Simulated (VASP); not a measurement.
# PtSe2 (Sudovikovite) (P-3m1) in VASP: a series of runs

Runs on PtSe2 (Sudovikovite). Level: PBE. Tasks: single point.

Program: VASP 6.6.1. These are calculated values, not measurements. Logs are shortened: lines on timing, memory, paths and dates and some standing lists are left out, and cuts for length are marked.

## Step 1: The cell of the first run

It takes space group P-3m1 (No. 164, trigonal). Conventional cell: a = 3.724 Å, b = 3.724 Å, c = 5.062 Å, α = 90.00°, β = 90.00°, γ = 120.00°. Within 3.3 Å of Pt (site symmetry -3m) lie 6 Se at 2.49 Å. Se (site symmetry 3m) has 3 Pt at 2.49 Å within 3.3 Å.

## Step 2: Single point, PBE

INCAR reads:

```
SYSTEM = PtSe2
PREC = Accurate
ENCUT = 520
EDIFF = 1E-7
ISMEAR = 0
SIGMA = 0.016
LREAL = .FALSE.
LASPH = .TRUE.
NELM = 60
ALGO = Normal
ISIF = 2
LWAVE = .FALSE.
LCHARG = .TRUE.
GGA = PE
LELF = .TRUE.
LVHAR = .TRUE.
NBANDS = 18
```

KPOINTS reads:

```
Automatic mesh
0
G
  8 8 5
  0 0 0
```

POSCAR reads:

```
PtSe2
1.0
    3.7240000000      0.0000000000      0.0000000000
   -1.8620000000      3.2250786037      0.0000000000
    0.0000000000      0.0000000000      5.0620000000
Pt Se
1 2
Direct
    0.0000000000      0.0000000000      0.0000000000
    0.6666666667      0.3333333333      0.7500000000
    0.3333333333      0.6666666667      0.2500000000
```

Potentials or basis: VASP PAW PBE potentials, release 64 (Pt, Se).

Launch:

```console
$ cat potpaw_PBE.64/Pt/POTCAR potpaw_PBE.64/Se/POTCAR > POTCAR
$ mpirun -np 1 vasp_std > vasp.out
```

OUTCAR:

```text
SYSTEM = PtSe2
   PREC = Accurate
   ENCUT = 520
   EDIFF = 1E-7
   ISMEAR = 0
   LREAL = .FALSE.
   LASPH = .TRUE.
   NELM = 60
   ISIF = 2
   GGA = PE

 ion  position               nearest neighbor table
   1  0.000  0.000  0.000-   2 2.49   3 2.49   2 2.49   3 2.49   2 2.49   3 2.49
   2  0.667  0.333  0.750-   1 2.49   1 2.49   1 2.49
   3  0.333  0.667  0.250-   1 2.49   1 2.49   1 2.49

  LATTYP: Found a hexagonal cell.
 ALAT       =     3.7240000000
 C/A-ratio  =     1.3592910849

  Lattice vectors:

 A1 = (   3.7240000000,   0.0000000000,   0.0000000000)
 A2 = (  -1.8620000000,   3.2250786037,   0.0000000000)
 A3 = (   0.0000000000,   0.0000000000,   5.0620000000)

Analysis of symmetry for initial positions (statically):
=====================================================================
 Subroutine PRICEL returns:
 Original cell was already a primitive cell.

 Routine SETGRP: Setting up the symmetry group for a
 hexagonal supercell.

 Subroutine GETGRP returns: Found 12 space group operations
 (whereof 12 operations were pure point group operations)
 out of a pool of 24 trial point group operations.

The static configuration has the point symmetry D_3d.

Analysis of symmetry for dynamics (positions and initial velocities):
=====================================================================
 Subroutine PRICEL returns:
 Original cell was already a primitive cell.

 Routine SETGRP: Setting up the symmetry group for a
 hexagonal supercell.

 Subroutine GETGRP returns: Found 12 space group operations
 (whereof 12 operations were pure point group operations)
 out of a pool of 24 trial point group operations.

The dynamic configuration has the point symmetry D_3d.

 Subroutine INISYM returns: Found 12 space group operations
 (whereof 12 operations are pure point group operations),
 and found     1 'primitive' translations

----------------------------------------------------------------------------------------

                                     Primitive cell

  volume of cell :      60.7956

  direct lattice vectors                    reciprocal lattice vectors
     3.724000000  0.000000000  0.000000000     0.268528464  0.155034981  0.000000000
    -1.862000000  3.225078604  0.000000000     0.000000000  0.310069962  0.000000000
     0.000000000  0.000000000  5.062000000     0.000000000  0.000000000  0.197550375

  length of vectors
     3.724000000  3.724000000  5.062000000     0.310069962  0.310069962  0.197550375

  position of ions in fractional coordinates (direct lattice)
     0.000000000  0.000000000  0.000000000
     0.666666667  0.333333333  0.750000000
     0.333333333  0.666666667  0.250000000

  ion indices of the primitive-cell ions
   primitive index   ion index
                 1           1
                 2           2
                 3           3

----------------------------------------------------------------------------------------

 KPOINTS: Automatic mesh

Automatic generation of k-mesh.
 Grid dimensions read from file:
 generate k-points for:    8    8    5

 Generating k-lattice:

  Cartesian coordinates                     Fractional coordinates (reciprocal lattice)
     0.033566058  0.019379373  0.000000000     0.125000000  0.000000000  0.000000000
     0.000000000  0.038758745  0.000000000     0.000000000  0.125000000  0.000000000
     0.000000000  0.000000000  0.039510075     0.000000000  0.000000000  0.200000000

  Length of vectors
     0.038758745  0.038758745  0.039510075

  Shift w.r.t. Gamma in fractional coordinates (k-lattice)
     0.000000000  0.000000000  0.000000000

 Subroutine IBZKPT returns following result:
 ===========================================

 Found     40 irreducible k-points:

 Following reciprocal coordinates:
            Coordinates               Weight
  0.000000  0.000000  0.000000      1.000000
  0.125000 -0.000000  0.000000      6.000000
  0.250000 -0.000000  0.000000      6.000000
  0.375000  0.000000  0.000000      6.000000
  0.500000 -0.000000  0.000000      3.000000
  0.125000  0.125000  0.000000      6.000000
[... 16 lines left out ...]
 -0.125000  0.500000  0.200000     12.000000
  0.250000  0.250000  0.200000     12.000000
 [... further k-points ...]
   k-points           NKPTS =     40   k-points in BZ     NKDIM =     40   number of bands    NBANDS=     18
   number of dos      NEDOS =    301   number of ions     NIONS =      3
   total plane-waves  NPLWV =  31360
   dimension x,y,z NGX =    28 NGY =   28 NGZ =   40
   dimension x,y,z NGXF=    56 NGYF=   56 NGZF=   80
   ions per type =               1   2
   NGX,Y,Z   is equivalent  to a cutoff of  12.50, 12.50, 13.14 a.u.
   NGXF,Y,Z  is equivalent  to a cutoff of  25.00, 25.00, 26.27 a.u.
 SYSTEM =  PtSe2
   PREC   = accura    normal or accurate (medium, high low for compatibility)
   ISTART =      0    job   : 0-new  1-cont  2-samecut
   ICHARG =      2    charge: 1-file 2-atom 10-const
   ISPIN  =      1    spin polarized calculation?
   LNONCOLLINEAR =      F non collinear calculations
   LSORBIT =      F    spin-orbit coupling
   LASPH  =      T    aspherical Exc in radial PAW
   ENCUT  =  520.0 eV  38.22 Ry    6.18 a.u.   6.92  6.92  9.41*2*pi/ulx,y,z
   NELM   =     60;   NELMIN=  2; NELMDL= -5     # of ELM steps
   EDIFF  = 0.1E-06   stopping-criterion for ELM
   LREAL  =      F    real-space projection
   EDIFFG = 0.1E-05   stopping-criterion for IOM
   NSW    =      0    number of steps for IOM
   IBRION =     -1    ionic relax: 0-MD 1-quasi-New 2-CG
   NFREE  =      0    steps in history (QN), initial steepest desc. (CG)
   ISIF   =      2    stress and relaxation
   ISYM   =      2    0-nonsym 1-usesym 2-fastsym
   POTIM  = 0.5000    time-step for ionic-motion
   TEBEG  =    0.0;   TEEND  =   0.0 temperature during run
   PSTRESS=    0.0 pullay stress
   NELECT =      22.0000    total number of electrons
   NUPDOWN=      -1.0000    fix difference up-down
   EMIN   =  10.00;   EMAX   =-10.00  energy-range for DOS
   EFERMI =   0.00;   METHOD = LEGACY
   ISMEAR =     0;   SIGMA  =   0.02  broadening in eV -4-tet -1-fermi 0-gaus
   EFERMI_NEDOS =   21; number of points for ismear=-14 and -15
   IALGO  =     38    algorithm
   IMIX   =      4    mixing-type and parameters
     AMIX     =   0.40;   BMIX     =  1.00
     AMIX_MAG =   1.60;   BMIX_MAG =  1.00
  volume/ion in A,a.u.               =      20.27       136.76
  Fermi-wavevector in a.u.,A,eV,Ry     =   1.166608  2.204570 18.517184  1.360975
  Thomas-Fermi vector in A             =   2.303119
   LORBIT       =      0    0 simple, 1 ext, 2 COOP (PROOUT), +10 PAW based schemes
   GGA     = PE    functional components
   LHFCALC =     F    Hartree Fock is set to
   AEXX    =    0.0000 exact exchange contribution
   IVDW    =     0    specifies the selected vdW correction
   LEPSILON=     F    determine dielectric tensor
   LRPA    =     F    only Hartree local field effects (RPA)
 non-spin polarized calculation
 Gauss-broadening in eV      SIGMA  =   0.02
  energy-cutoff  :      520.00
  volume of cell :       60.80
 maximum number of plane-waves:      1654
   NGX = 13   NGY = 13   NGZ = 19

 number of electron      21.9999999 magnetization

 Free energy of the ion-electron system (eV)
  ---------------------------------------------------
  ext. energy  EPLUGINS =         0.00000000
  ---------------------------------------------------
  free energy    TOTEN  =       -14.18504238 eV

  energy without entropy =      -14.18490120  energy(sigma->0) =      -14.18497179

 E-fermi :   6.6358     XC(G=0): -10.6314

 val. band max:        6.5868216223   @ k =   0.0000   0.1250   0.2000
 cond. band min:       6.6517819472   @ k =   0.3750   0.2500   0.0000
 fundamental gap:      0.0649603249
 Fermi energy:         6.6358486300

 k-point     1 :       0.0000    0.0000    0.0000
  band No.  band energies     occupation
      1      -9.1762      2.00000
      2      -6.3506      2.00000
      3      -0.6624      2.00000
      4       0.0361      2.00000
      5       0.0361      2.00000
      6       2.4915      2.00000
[... 10 lines left out ...]
     17      13.8136      0.00000
     18      18.3488      0.00000

 k-point     2 :       0.1250   -0.0000    0.0000
  band No.  band energies     occupation
      1      -9.0015      2.00000
      2      -6.4291      2.00000
      3      -0.4566      2.00000
      4       0.1481      2.00000
      5       0.1634      2.00000
      6       2.2427      2.00000
[... 10 lines left out ...]
     17      14.3643      0.00000
     18      16.3189      0.00000

 k-point     3 :       0.2500   -0.0000    0.0000
  band No.  band energies     occupation
      1      -8.5190      2.00000
      2      -6.6295      2.00000
      3       0.0396      2.00000
      4       0.4192      2.00000
      5       0.5451      2.00000
      6       1.3048      2.00000
[... 10 lines left out ...]
     17      14.8099      0.00000
     18      14.8789      0.00000

 k-point     4 :       0.3750    0.0000    0.0000
  band No.  band energies     occupation
      1      -7.8706      2.00000
      2      -6.9011      2.00000
      3      -0.3183      2.00000
      4       0.6458      2.00000
      5       0.9080      2.00000
      6       1.4849      2.00000
[... 10 lines left out ...]
     17      14.1850      0.00000
     18      16.0487      0.00000

 k-point     5 :       0.5000   -0.0000    0.0000
  band No.  band energies     occupation
      1      -7.3282      2.00000
      2      -7.2471      2.00000
      3      -0.8152      2.00000
      4       0.7047      2.00000
      5       1.1962      2.00000
      6       2.2886      2.00000
[... 10 lines left out ...]
     17      13.8753      0.00000
     18      17.7944      0.00000

 k-point     6 :       0.1250    0.1250    0.0000
  band No.  band energies     occupation
      1      -8.6724      2.00000
      2      -6.5658      2.00000
      3      -0.0835      2.00000
      4       0.3537      2.00000
      5       0.3851      2.00000
      6       1.8039      2.00000
[... 10 lines left out ...]
     17      14.8731      0.00000
     18      15.3369      0.00000

 k-point     7 :       0.2500    0.1250    0.0000
  band No.  band energies     occupation
      1      -8.1048      2.00000
      2      -6.7828      2.00000
      3       0.2369      2.00000
      4       0.4148      2.00000
      5       0.8736      2.00000
      6       1.0416      2.00000
[... 10 lines left out ...]
     17      14.4248      0.00000
     18      15.5683      0.00000

 k-point     8 :       0.3750    0.1250    0.0000
  band No.  band energies     occupation
      1      -7.5024      2.00000
      2      -7.0575      2.00000
      3      -0.5753      2.00000
      4       0.5493      2.00000
      5       1.2025      2.00000
      6       1.6746      2.00000
[... 10 lines left out ...]
     17      15.3722      0.00000
     18      16.2468      0.00000
[... 229 lines left out ...]
     17      14.2946      0.00000
     18      15.5160      0.00000

 k-point    20 :       0.2500    0.1250    0.2000
  band No.  band energies     occupation
      1      -7.9716      2.00000
      2      -6.9562      2.00000
      3       0.1182      2.00000
      4       0.3913      2.00000
      5       0.7429      2.00000
      6       1.5440      2.00000
[... 10 lines left out ...]
     17      15.0213      0.00000
     18      15.2121      0.00000

 k-point    21 :      -0.1250    0.3750    0.2000
  band No.  band energies     occupation
      1      -8.0243      2.00000
      2      -6.8619      2.00000
      3      -0.2132      2.00000
      4       0.2726      2.00000
      5       0.7493      2.00000
      6       1.4674      2.00000
[... 10 lines left out ...]
     17      14.6003      0.00000
     18      16.1609      0.00000

 k-point    22 :       0.3750    0.1250    0.2000
  band No.  band energies     occupation
      1      -7.3677      2.00000
      2      -7.1825      2.00000
      3      -0.5903      2.00000
      4       0.5038      2.00000
      5       1.3463      2.00000
      6       1.3617      2.00000
[... 10 lines left out ...]
     17      15.5834      0.00000
     18      16.0920      0.00000

 k-point    23 :      -0.1250    0.5000    0.2000
  band No.  band energies     occupation
      1      -7.5286      2.00000
      2      -6.9859      2.00000
      3      -0.7455      2.00000
      4       0.3493      2.00000
      5       0.9137      2.00000
      6       2.0403      2.00000
[... 10 lines left out ...]
     17      15.7986      0.00000
     18      16.4471      0.00000

 k-point    24 :       0.2500    0.2500    0.2000
  band No.  band energies     occupation
      1      -7.5193      2.00000
      2      -7.0106      2.00000
      3      -0.2188      2.00000
      4       0.2580      2.00000
      5       0.7397      2.00000
      6       1.5329      2.00000
[... 10 lines left out ...]
     17      15.0011      0.00000
     18      15.5595      0.00000

 [... further k-points ...]

------------------------ aborting loop because EDIFF is reached ----------------------------------------

  FORCE on cell =-STRESS in cart. coord.  units (eV):
  Direction    XX          YY          ZZ          XY          YZ          ZX
  --------------------------------------------------------------------------------------
  -------------------------------------------------------------------------------------
  Total        2.9936818      2.9936818      2.3362316      0.0000000      0.0000000      0.0000000
  in kB       78.8940221     78.8940221     61.5679034      0.0000000      0.0000000      0.0000000
  external PRESSURE =      73.1186492 kB  Pullay stress =       0.0000000 kB

 VOLUME and BASIS-vectors are now :
 -----------------------------------------------------------------------------
  energy-cutoff  :      520.00
  volume of cell :       60.80
      direct lattice vectors                 reciprocal lattice vectors
     3.724000000  0.000000000  0.000000000     0.268528464  0.155034981  0.000000000
    -1.862000000  3.225078604  0.000000000     0.000000000  0.310069962  0.000000000
     0.000000000  0.000000000  5.062000000     0.000000000  0.000000000  0.197550375

 POSITION                                       TOTAL-FORCE (eV/Angst)
 -----------------------------------------------------------------------------------
      0.00000      0.00000      0.00000        -0.000000      0.000000      0.000000
      1.86200      1.07503      3.79650        -0.000000      0.000000     -0.575140
     -0.00000      2.15005      1.26550         0.000000     -0.000000      0.575140
 -----------------------------------------------------------------------------------
    total drift:                               -0.000000     -0.000000     -0.000000

  FREE ENERGIE OF THE ION-ELECTRON SYSTEM (eV)
  ---------------------------------------------------
  free  energy   TOTEN  =       -14.1850423764 eV

  energy  without entropy=      -14.1849012017  energy(sigma->0) =      -14.18497179
```

It took 63 s on 1 thread of Intel Xeon Platinum 8259CL at 2.50GHz (Skylake/Cascade Lake), shared host; peak memory 0.2 GiB.

Results:

```
Free energy            : -14.1850 eV
Pressure               : 7.3 GPa
Largest force          : 0.575 eV/Å
Band gap on the k mesh : zero (band 11 reaches 6.95 eV, above the bottom of band 12 at 6.65 eV)
```

Forces on the atoms (eV/Å):
```
Pt   0.000  0.000  0.000
Se   0.000  0.000 -0.575
Se   0.000  0.000  0.575
```

Stress tensor (GPa, compression positive):
```
7.89 0.00 0.00
0.00 7.89 0.00
0.00 0.00 6.16
```

Caveat: spin-orbit coupling is left out, which moves the levels of the heavy elements.

(Continued in part 2 of 2.)
